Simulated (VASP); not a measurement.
Input of a VASP 6.6.1 run:

File POSCAR:

```
Zn
1.0
    2.5953344779      0.0000000000      0.0000000000
   -1.2976672390      2.2476255892      0.0000000000
    0.0000000000      0.0000000000      4.9905328455
Zn
2
Direct
    0.3333333333      0.6666666667      0.2500000000
    0.6666666667      0.3333333333      0.7500000000
```

File INCAR.step1:

```
SYSTEM = Zn
ALGO = Normal ; EDIFF = 1E-4
ENCUT = 520 ; GGA = PE
ISMEAR = 0 ; LASPH = .True.
LCHARG = .False. ; LREAL = .False.
LWAVE = .True. ; NBANDS = 19
NELM = 100 ; PREC = Accurate
SIGMA = 0.1
```

INCAR.step2

```
SYSTEM = Zn
ALGO = Normal ; EDIFF = 1E-6
ENCUT = 520 ; ISIF = 2
ISMEAR = 0 ; ISTART = 1
LASPH = .True. ; LCHARG = .True.
LELF = .True. ; LMIXTAU = .True.
LREAL = .False. ; LVHAR = .True.
LWAVE = .False. ; METAGGA = R2SCAN
NBANDS = 19 ; NELM = 100
PREC = Accurate ; SIGMA = 0.1
```

Contents of KPOINTS:

```
k-points
0
Gamma
  18 18 8
  0 0 0
```

Potentials or basis: VASP PAW PBE potentials, release 64 (Zn).

Run with:

```sh
$ cat potpaw_PBE.64/Zn/POTCAR > POTCAR
$ cp INCAR.step1 INCAR
$ mpirun -np 1 vasp_std > vasp.out
$ cp INCAR.step2 INCAR
$ mpirun -np 1 vasp_std > vasp.out
```

**Question.** Estimate the band gap on the k mesh.

**Answer.** Zero (bands 12 and 13 overlap by 5.31 eV).

**Question.** Estimate the pressure.

**Answer.** 0.5 GPa.

Stress tensor (GPa, compression positive):
```
0.61 0.00 0.00
0.00 0.61 0.00
0.00 0.00 0.26
```

Caveat: the PAW data sets were made with another functional, which shifts forces and pressure a little.
